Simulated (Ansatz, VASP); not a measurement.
One calculation of SnO, two programs

File INCAR:

```
PREC = Accurate
ENCUT = 520
EDIFF = 1E-7
ISMEAR = 0
SIGMA = 0.03
LREAL = False
LASPH = True
NELM = 60
ALGO = Normal
ISIF = 2
LWAVE = False
LCHARG = False
NBANDS = 50
```

The input KPOINTS:

```
regular mesh
0
Gamma
  9 9 4
```

POSCAR

```
SnO
1.0
   -3.8020000000      0.0000000000      0.0000000000
    0.0000000000     -3.8020000000      0.0000000000
    0.0000000000      0.0000000000      9.6720000000
Sn O
4 4
Direct
    0.0000000000      0.5000000000      0.1192500000
    0.0000000000      0.5000000000      0.6192500000
    0.5000000000      0.0000000000      0.3807500000
    0.5000000000      0.0000000000      0.8807500000
    0.0000000000      0.0000000000      0.0000000000
    0.0000000000      0.0000000000      0.5000000000
    0.5000000000      0.5000000000      0.0000000000
    0.5000000000      0.5000000000      0.5000000000
```

Input for Ansatz:

```yaml
crystal:
  lattice:
    - [-3.802, 0.0, 0.0]
    - [0.0, -3.802, 0.0]
    - [0.0, 0.0, 9.672]
  atoms:
    - { symbol: Sn, position: [0.0, 0.5, 0.11925] }
    - { symbol: Sn, position: [0.0, 0.5, 0.61925] }
    - { symbol: Sn, position: [0.5, 0.0, 0.38075] }
    - { symbol: Sn, position: [0.5, 0.0, 0.88075] }
    - { symbol: O, position: [0.0, 0.0, 0.0] }
    - { symbol: O, position: [0.0, 0.0, 0.5] }
    - { symbol: O, position: [0.5, 0.5, 0.0] }
    - { symbol: O, position: [0.5, 0.5, 0.5] }
basis:
  ecutwfc: 420
kpoints:
  mp_grid: { grid: [9, 9, 4] }
hamiltonian:
  xc: lda
scf:
  occupations: { method: gaussian, width: 0.03 }
output:
  forces: true
  stress: true
  eigenvalues: true
```

Alike in both runs: task single point; functional LDA; k mesh 9 × 9 × 4; occupations gaussian, width 0.03 eV; no spin polarisation.

```csv
,VASP,Ansatz
version,VASP 6.6.1,Ansatz 0.2.0
potentials or method,"VASP PAW LDA potentials, release 64 (Sn_d, O), cutoff 520 eV","scalar-relativistic, plane waves, PAW"
valence electrons in the cell,80,80
```

VASP gave:

- gap on the k mesh at the Fermi level (eV): 0.22
- least direct gap on the mesh (eV): 1.56
- pressure (GPa): -2.5
- traceless stress, the component that is largest in VASP (GPa): 0.10
- rms of the force components (eV/Å): 0.063

Task: Which values does Ansatz return?

Result: gap on the k mesh at the Fermi level (eV): 0.24; least direct gap on the mesh (eV): 1.61; pressure (GPa): -2.8; traceless stress, the component that is largest in VASP (GPa): 0.08; rms of the force components (eV/Å): 0.106.

LDA's correlation is that of Perdew and Zunger in VASP and of Perdew and Wang (1992) in Ansatz. Atom by atom the forces differ by 0.044 eV/Å (rms over components).
